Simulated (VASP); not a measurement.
# KCl (Pm-3m) in VASP: settings compared

Aim: see how the results for KCl move with the level of theory and the settings. Levels: LDA, PBEsol, r2SCAN. Tasks: single point.

Program: VASP 6.6.1. These are calculated values, not measurements. Logs are shortened: lines on timing, memory, paths and dates and some standing lists are left out, and cuts for length are marked.

### Step 1. The cell of the first run

The structure is cubic, space group Pm-3m (No. 221). Conventional cell: a = 3.914 Å, b = 3.914 Å, c = 3.914 Å, α = 90.00°, β = 90.00°, γ = 90.00°. K (site symmetry m-3m) has 8 Cl at 3.39 Å and 6 K at 3.91 Å within 4.5 Å. Within 4.5 Å of Cl (site symmetry m-3m) lie 8 K at 3.39 Å and 6 Cl at 3.91 Å.

### Step 2. Single point, LDA (volume scaled by 1.06)

File INCAR:

```
SYSTEM = KCl
PREC = Accurate ; ENCUT = 520
EDIFF = 1E-6 ; ISMEAR = -1
SIGMA = 0.05 ; LREAL = .FALSE.
LASPH = .TRUE. ; NELM = 100
ALGO = Normal ; ISIF = 2
LWAVE = .FALSE. ; LCHARG = .FALSE.
GGA = CA ; NBANDS = 15
```

File KPOINTS:

```
regular mesh
0
G
  7 7 7
  0 0 0
```

File POSCAR:

```
KCl
1.0
    3.9144934694      0.0000000000      0.0000000000
    0.0000000000      3.9144934694      0.0000000000
    0.0000000000      0.0000000000      3.9144934694
K Cl
1 1
Direct
    0.0000000000      0.0000000000      0.0000000000
    0.5000000000      0.5000000000      0.5000000000
```

Potentials or basis: VASP PAW LDA potentials, release 64 (K_sv, Cl).

On the command line:

```sh
$ cat potpaw_LDA.64/K_sv/POTCAR potpaw_LDA.64/Cl/POTCAR > POTCAR
$ mpirun -np 1 vasp_std > vasp.out
```

OUTCAR:

```text
SYSTEM = KCl
   PREC = Accurate
   ENCUT = 520
   EDIFF = 1E-6
   ISMEAR = -1
   LREAL = .FALSE.
   LASPH = .TRUE.
   NELM = 100
   ISIF = 2
   GGA = CA

 ion  position               nearest neighbor table
   1  0.000  0.000  0.000-
   2  0.500  0.500  0.500-

  LATTYP: Found a simple cubic cell.
 ALAT       =     3.9144934694

  Lattice vectors:

 A1 = (   3.9144934694,   0.0000000000,   0.0000000000)
 A2 = (   0.0000000000,   3.9144934694,   0.0000000000)
 A3 = (   0.0000000000,   0.0000000000,   3.9144934694)

Analysis of symmetry for initial positions (statically):
=====================================================================
 Subroutine PRICEL returns:
 Original cell was already a primitive cell.

 Routine SETGRP: Setting up the symmetry group for a
 simple cubic supercell.

 Subroutine GETGRP returns: Found 48 space group operations
 (whereof 48 operations were pure point group operations)
 out of a pool of 48 trial point group operations.

The static configuration has the point symmetry O_h .

Analysis of symmetry for dynamics (positions and initial velocities):
=====================================================================
 Subroutine PRICEL returns:
 Original cell was already a primitive cell.

 Routine SETGRP: Setting up the symmetry group for a
 simple cubic supercell.

 Subroutine GETGRP returns: Found 48 space group operations
 (whereof 48 operations were pure point group operations)
 out of a pool of 48 trial point group operations.

The dynamic configuration has the point symmetry O_h .

 Subroutine INISYM returns: Found 48 space group operations
 (whereof 48 operations are pure point group operations),
 and found     1 'primitive' translations

----------------------------------------------------------------------------------------

                                     Primitive cell

  volume of cell :      59.9828

  direct lattice vectors                    reciprocal lattice vectors
     3.914493469  0.000000000  0.000000000     0.255460894  0.000000000  0.000000000
     0.000000000  3.914493469  0.000000000     0.000000000  0.255460894  0.000000000
     0.000000000  0.000000000  3.914493469     0.000000000  0.000000000  0.255460894

  length of vectors
     3.914493469  3.914493469  3.914493469     0.255460894  0.255460894  0.255460894

  position of ions in fractional coordinates (direct lattice)
     0.000000000  0.000000000  0.000000000
     0.500000000  0.500000000  0.500000000

  ion indices of the primitive-cell ions
   primitive index   ion index
                 1           1
                 2           2

----------------------------------------------------------------------------------------

 KPOINTS: regular mesh

Automatic generation of k-mesh.
 Grid dimensions read from file:
 generate k-points for:    7    7    7

 Generating k-lattice:

  Cartesian coordinates                     Fractional coordinates (reciprocal lattice)
     0.036494413  0.000000000  0.000000000     0.142857143  0.000000000  0.000000000
     0.000000000  0.036494413  0.000000000     0.000000000  0.142857143  0.000000000
     0.000000000  0.000000000  0.036494413     0.000000000  0.000000000  0.142857143

  Length of vectors
     0.036494413  0.036494413  0.036494413

  Shift w.r.t. Gamma in fractional coordinates (k-lattice)
     0.000000000  0.000000000  0.000000000

 Subroutine IBZKPT returns following result:
 ===========================================

 Found     20 irreducible k-points:

 Following reciprocal coordinates:
            Coordinates               Weight
  0.000000  0.000000  0.000000      1.000000
  0.142857  0.000000  0.000000      6.000000
  0.285714  0.000000  0.000000      6.000000
  0.428571  0.000000  0.000000      6.000000
  0.142857  0.142857  0.000000     12.000000
  0.285714  0.142857  0.000000     24.000000
[... 12 lines left out ...]
  0.428571  0.428571  0.285714     24.000000
  0.428571  0.428571  0.428571      8.000000
   k-points           NKPTS =     20   k-points in BZ     NKDIM =     20   number of bands    NBANDS=     15
   number of dos      NEDOS =    301   number of ions     NIONS =      2
   total plane-waves  NPLWV =  27000
   dimension x,y,z NGX =    30 NGY =   30 NGZ =   30
   dimension x,y,z NGXF=    60 NGYF=   60 NGZF=   60
   ions per type =               1   1
   NGX,Y,Z   is equivalent  to a cutoff of  12.74, 12.74, 12.74 a.u.
   NGXF,Y,Z  is equivalent  to a cutoff of  25.48, 25.48, 25.48 a.u.
 SYSTEM =  KCl
   PREC   = accura    normal or accurate (medium, high low for compatibility)
   ISTART =      0    job   : 0-new  1-cont  2-samecut
   ICHARG =      2    charge: 1-file 2-atom 10-const
   ISPIN  =      1    spin polarized calculation?
   LNONCOLLINEAR =      F non collinear calculations
   LSORBIT =      F    spin-orbit coupling
   LASPH  =      T    aspherical Exc in radial PAW
   ENCUT  =  520.0 eV  38.22 Ry    6.18 a.u.   7.28  7.28  7.28*2*pi/ulx,y,z
   NELM   =    100;   NELMIN=  2; NELMDL= -5     # of ELM steps
   EDIFF  = 0.1E-05   stopping-criterion for ELM
   LREAL  =      F    real-space projection
   EDIFFG = 0.1E-04   stopping-criterion for IOM
   NSW    =      0    number of steps for IOM
   IBRION =     -1    ionic relax: 0-MD 1-quasi-New 2-CG
   NFREE  =      0    steps in history (QN), initial steepest desc. (CG)
   ISIF   =      2    stress and relaxation
   ISYM   =      2    0-nonsym 1-usesym 2-fastsym
   POTIM  = 0.5000    time-step for ionic-motion
   TEBEG  =    0.0;   TEEND  =   0.0 temperature during run
   PSTRESS=    0.0 pullay stress
   NELECT =      16.0000    total number of electrons
   NUPDOWN=      -1.0000    fix difference up-down
   EMIN   =  10.00;   EMAX   =-10.00  energy-range for DOS
   EFERMI =   0.00;   METHOD = LEGACY
   ISMEAR =    -1;   SIGMA  =   0.05  broadening in eV -4-tet -1-fermi 0-gaus
   EFERMI_NEDOS =   21; number of points for ismear=-14 and -15
   IALGO  =     38    algorithm
   IMIX   =      4    mixing-type and parameters
     AMIX     =   0.40;   BMIX     =  1.00
     AMIX_MAG =   1.60;   BMIX_MAG =  1.00
  volume/ion in A,a.u.               =      29.99       202.39
  Fermi-wavevector in a.u.,A,eV,Ry     =   1.053835  1.991459 15.110196  1.110568
  Thomas-Fermi vector in A             =   2.188972
   LORBIT       =      0    0 simple, 1 ext, 2 COOP (PROOUT), +10 PAW based schemes
   GGA     = CA    functional components
   LHFCALC =     F    Hartree Fock is set to
   AEXX    =    0.0000 exact exchange contribution
   IVDW    =     0    specifies the selected vdW correction
   LEPSILON=     F    determine dielectric tensor
   LRPA    =     F    only Hartree local field effects (RPA)
 non-spin polarized calculation
  energy-cutoff  :      520.00
  volume of cell :       59.98
 maximum number of plane-waves:      1630
 NGX is ok and might be reduce to    30
   NGX = 15   NGY = 15   NGZ = 15

 number of electron      15.9999998 magnetization

 Free energy of the ion-electron system (eV)
  ---------------------------------------------------
  ext. energy  EPLUGINS =         0.00000000
  ---------------------------------------------------
  free energy    TOTEN  =        -7.18364255 eV

  energy without entropy =       -7.18364255  energy(sigma->0) =       -7.18364255

 E-fermi :  -0.1687     XC(G=0):  -8.3729

 val. band max:       -1.3652440804   @ k =   0.4286   0.4286   0.0000
 cond. band min:       2.8016863107   @ k =   0.0000   0.0000   0.0000
 fundamental gap:      4.1669303911
 Fermi energy:        -0.1687479388

 k-point     1 :       0.0000    0.0000    0.0000
  band No.  band energies     occupation
      1     -29.1261      2.00000
      2     -13.7267      2.00000
      3     -12.7541      2.00000
      4     -12.7541      2.00000
      5     -12.7541      2.00000
      6      -1.5452      2.00000
      7      -1.5452      2.00000
      8      -1.5452      2.00000
      9       2.8017      0.00000
     10       4.9414      0.00000
     11       4.9414      0.00000
     12       8.9754      0.00000
     13       8.9754      0.00000
     14       8.9754      0.00000
     15      11.9283      0.00000

 k-point     2 :       0.1429    0.0000    0.0000
  band No.  band energies     occupation
      1     -29.1230      2.00000
      2     -13.7585      2.00000
      3     -12.7491      2.00000
      4     -12.7491      2.00000
      5     -12.7292      2.00000
      6      -1.9050      2.00000
      7      -1.5445      2.00000
      8      -1.5445      2.00000
      9       3.2583      0.00000
     10       5.0998      0.00000
     11       5.3067      0.00000
     12       8.8848      0.00000
     13       8.8848      0.00000
     14       9.0641      0.00000
     15      11.1721      0.00000

 k-point     3 :       0.2857    0.0000    0.0000
  band No.  band energies     occupation
      1     -29.1162      2.00000
      2     -13.8301      2.00000
      3     -12.7380      2.00000
      4     -12.7380      2.00000
      5     -12.6702      2.00000
      6      -2.5555      2.00000
      7      -1.5434      2.00000
      8      -1.5434      2.00000
      9       4.2756      0.00000
     10       5.5451      0.00000
     11       6.0699      0.00000
     12       8.7516      0.00000
     13       8.7516      0.00000
     14       9.2863      0.00000
     15       9.7864      0.00000

 k-point     4 :       0.4286    0.0000    0.0000
  band No.  band energies     occupation
      1     -29.1107      2.00000
      2     -13.8876      2.00000
      3     -12.7290      2.00000
      4     -12.7290      2.00000
      5     -12.6201      2.00000
      6      -2.9866      2.00000
      7      -1.5430      2.00000
      8      -1.5430      2.00000
      9       5.3937      0.00000
     10       6.0968      0.00000
     11       6.3438      0.00000
     12       8.6708      0.00000
     13       8.7276      0.00000
     14       8.7276      0.00000
     15       9.4954      0.00000
[... 235 lines left out ...]
 k-point    18 :       0.4286    0.2857    0.2857
  band No.  band energies     occupation
      1     -29.0925      2.00000
      2     -13.5507      2.00000
      3     -12.8730      2.00000
      4     -12.8399      2.00000
      5     -12.8146      2.00000
      6      -2.5642      2.00000
      7      -2.2138      2.00000
      8      -2.1195      2.00000
      9       5.8875      0.00000
     10       6.5093      0.00000
     11       6.7811      0.00000
     12       7.4394      0.00000
     13       7.8950      0.00000
     14       8.1407      0.00000
     15      10.7214      0.00000

 k-point    19 :       0.4286    0.4286    0.2857
  band No.  band energies     occupation
      1     -29.0875      2.00000
      2     -13.4519      2.00000
      3     -12.9156      2.00000
      4     -12.8928      2.00000
      5     -12.8332      2.00000
      6      -2.5121      2.00000
      7      -2.5045      2.00000
      8      -2.1563      2.00000
      9       5.7443      0.00000
     10       6.8570      0.00000
     11       6.9897      0.00000
     12       7.2302      0.00000
     13       8.2303      0.00000
     14       8.3231      0.00000
     15      10.6864      0.00000

 k-point    20 :       0.4286    0.4286    0.4286
  band No.  band energies     occupation
      1     -29.0825      2.00000
      2     -13.3927      2.00000
      3     -12.9006      2.00000
      4     -12.9006      2.00000
      5     -12.8990      2.00000
      6      -2.5315      2.00000
      7      -2.5315      2.00000
      8      -2.5047      2.00000
      9       6.5620      0.00000
     10       6.8557      0.00000
     11       6.8557      0.00000
     12       7.8976      0.00000
     13       8.0742      0.00000
     14       8.0742      0.00000
     15      10.6420      0.00000

------------------------ aborting loop because EDIFF is reached ----------------------------------------

  FORCE on cell =-STRESS in cart. coord.  units (eV):
  Direction    XX          YY          ZZ          XY          YZ          ZX
  --------------------------------------------------------------------------------------
  -------------------------------------------------------------------------------------
  Total       -1.3822782     -1.3822782     -1.3822782      0.0000000      0.0000000      0.0000000
  in kB      -36.9214975    -36.9214975    -36.9214975      0.0000000      0.0000000      0.0000000
  external PRESSURE =     -36.9214975 kB  Pullay stress =       0.0000000 kB

 VOLUME and BASIS-vectors are now :
 -----------------------------------------------------------------------------
  energy-cutoff  :      520.00
  volume of cell :       59.98
      direct lattice vectors                 reciprocal lattice vectors
     3.914493469  0.000000000  0.000000000     0.255460894  0.000000000  0.000000000
     0.000000000  3.914493469  0.000000000     0.000000000  0.255460894  0.000000000
     0.000000000  0.000000000  3.914493469     0.000000000  0.000000000  0.255460894

 POSITION                                       TOTAL-FORCE (eV/Angst)
 -----------------------------------------------------------------------------------
      0.00000      0.00000      0.00000         0.000000      0.000000      0.000000
      1.95725      1.95725      1.95725         0.000000      0.000000      0.000000
 -----------------------------------------------------------------------------------
    total drift:                                0.000000      0.000000     -0.000000

  FREE ENERGIE OF THE ION-ELECTRON SYSTEM (eV)
  ---------------------------------------------------
  free  energy   TOTEN  =        -7.1836425537 eV

  energy  without entropy=       -7.1836425536  energy(sigma->0) =       -7.18364255
```

Wall time 12 s (1 thread of AMD EPYC 7R43 (Zen 3), shared host); peak memory 0.12 GiB.

What came out:

```yaml
Free_energy: -7.1836 eV
Pressure: -3.7 GPa
Band_gap_on_the_k_mesh: 4.17 eV, indirect (least direct gap 4.35 eV)
```

Caveat: the cell differs from its parent crystal (volume scaled by 1.06). A k mesh can miss the band edges.

### Step 3. Single point, PBEsol (volume scaled by 1.04)

File INCAR:

```
SYSTEM = KCl
ALGO = Normal ; EDIFF = 1E-6
ENCUT = 520 ; GGA = PS
ISIF = 2 ; ISMEAR = -1
LASPH = .TRUE. ; LCHARG = .FALSE.
LREAL = .FALSE. ; LWAVE = .FALSE.
NBANDS = 15 ; NELM = 80
PREC = Accurate ; SIGMA = 0.05
```

File KPOINTS:

```
k-points
0
G
  7 7 7
  0 0 0
```

File POSCAR:

```
KCl
1.0
    3.8897175305      0.0000000000      0.0000000000
    0.0000000000      3.8897175305      0.0000000000
    0.0000000000      0.0000000000      3.8897175305
K Cl
1 1
Direct
    0.0000000000      0.0000000000      0.0000000000
    0.5000000000      0.5000000000      0.5000000000
```

Potentials or basis: VASP PAW PBE potentials, release 64 (K_sv, Cl).

On the command line:

```sh
$ cat potpaw_PBE.64/K_sv/POTCAR potpaw_PBE.64/Cl/POTCAR > POTCAR
$ mpirun -np 1 vasp_std > vasp.out
```

It took 13 s on 1 thread of AMD EPYC 7R43 (Zen 3), shared host; peak memory 0.13 GiB.

Results (log left out):

| Item | Value |
| --- | --- |
| Free energy | -6.8730 eV |
| Pressure | -1.9 GPa |
| Band gap on the k mesh | 4.49 eV, indirect (least direct gap 4.67 eV) |

Levels at points of the mesh, in eV from the valence-band top:
| k point | band 6 | band 7 | band 8 | band 9 | band 10 | band 11 |
| --- | --- | --- | --- | --- | --- | --- |
| (0.00, 0.00, 0.00) | -0.18 | -0.18 | -0.18 | 4.49 | 6.50 | 6.50 |

Caveat: the cell differs from its parent crystal (volume scaled by 1.04); the PAW data sets were made with another functional, which shifts forces and pressure a little. A k mesh can miss the band edges.

### Step 4. Single point, PBEsol

This run uses another cell than the first one, of 28.29 Å³/atom, 0.943 times its volume.

File INCAR:

```
ALGO = Normal
EDIFF = 1E-7
ENCUT = 520
GGA = PS
ISIF = 2
ISMEAR = -1
LASPH = T
LCHARG = T
LELF = T
LREAL = F
LVHAR = T
LWAVE = F
NBANDS = 15
NELM = 60
PREC = Accurate
SIGMA = 0.05
```

File KPOINTS:

```
k-points
0
Gamma
  6 6 6
```

File POSCAR:

```
KCl
1.0
    3.8391960000      0.0000000000      0.0000000000
    0.0000000000      3.8391960000      0.0000000000
    0.0000000000      0.0000000000      3.8391960000
K Cl
1 1
Direct
    0.0000000000      0.0000000000      0.0000000000
    0.5000000000      0.5000000000      0.5000000000
```

On the command line:

```sh
$ cat potpaw_PBE.64/K_sv/POTCAR potpaw_PBE.64/Cl/POTCAR > POTCAR
$ mpirun -np 1 vasp_std > vasp.out
```

Wall time 20 s (1 thread of AMD EPYC 7R13 (Zen 3), shared host); peak memory 0.14 GiB.

It converged, with:

```
Free energy            : -6.8962 eV
Pressure               : -1.4 GPa
Band gap on the k mesh : 4.62 eV, indirect (least direct gap 4.83 eV)
```

Levels at points of the mesh, in eV from the valence-band top:
```csv
k point,band 6,band 7,band 8,band 9,band 10,band 11
"(0.00, 0.00, 0.00)",-0.21,-0.21,-0.21,4.62,6.45,6.45
"(0.50, 0.00, 0.00)",-1.80,-0.22,-0.22,7.52,7.82,8.13
"(0.50, 0.50, 0.00)",-1.22,-1.22,0.00,6.05,7.15,8.87
"(0.50, 0.50, 0.50)",-1.34,-1.34,-1.34,8.65,8.65,8.65
```

Caveat: the PAW data sets were made with another functional, which shifts forces and pressure a little. A k mesh can miss the band edges.

(Continued in part 2 of 2.)
